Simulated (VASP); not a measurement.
The system is Al2GaP3.

```
Al Ga P
1.0
    -1.86388    1.86388    7.90778
     1.86388   -1.86388    7.90778
     1.86388    1.86388   -7.90778
Al Ga P
2 1 3
Direct
  0.66667 0.66667 0.00000
  0.33333 0.33333 0.00000
  0.00000 0.00000 0.00000
  0.41667 0.91667 0.50000
  0.08333 0.58333 0.50000
  0.75000 0.25000 0.50000
```

| Property | Result |
| --- | --- |
| Program | VASP 6.6.1 |
| Task | relaxation of cell and atoms |
| Functional | PBE |
| Potentials or basis | VASP PAW PBE potentials, release 64 (Al, Ga_d, P) |
| Cutoff | 600 eV |
| k mesh | 6 × 6 × 6 |
| Occupations | gaussian, width 0.1 eV |
| Spin | no spin polarisation |

At the start: pressure 13.9 GPa; volume 18.31 Å³/atom.

Problem. How do energy, volume and symmetry change on relaxing?

Solution. Over 5 steps the energy falls by 98.9 meV/atom and the volume is 20.83 Å³/atom (+13.7 %); space group I-4m2 (No. 119, to 0.1 Å) before and after.

Step by step:
```
step  energy change (eV)  largest force (eV/Å)  pressure (GPa)  volume (Å³)
   1              0.0000                0.0437           13.89       109.89
   2             -0.3505                0.0883           -6.03       137.12
   3             -0.5932                0.0642           -0.05       125.29
   4             -0.5931                0.0636            0.17       124.96
   5             -0.5934                0.0232            0.17       124.97
```

Final structure:
```
Al Ga P
1.0
    -1.94632    1.94632    8.24738
     1.94632   -1.94632    8.24738
     1.94632    1.94632   -8.24738
Al Ga P
2 1 3
Direct
  0.66658 0.66658 0.00000
  0.33342 0.33342 0.00000
  0.00000 0.00000 0.00000
  0.41642 0.91642 0.50000
  0.08358 0.58358 0.50000
  0.75000 0.25000 0.50000
```
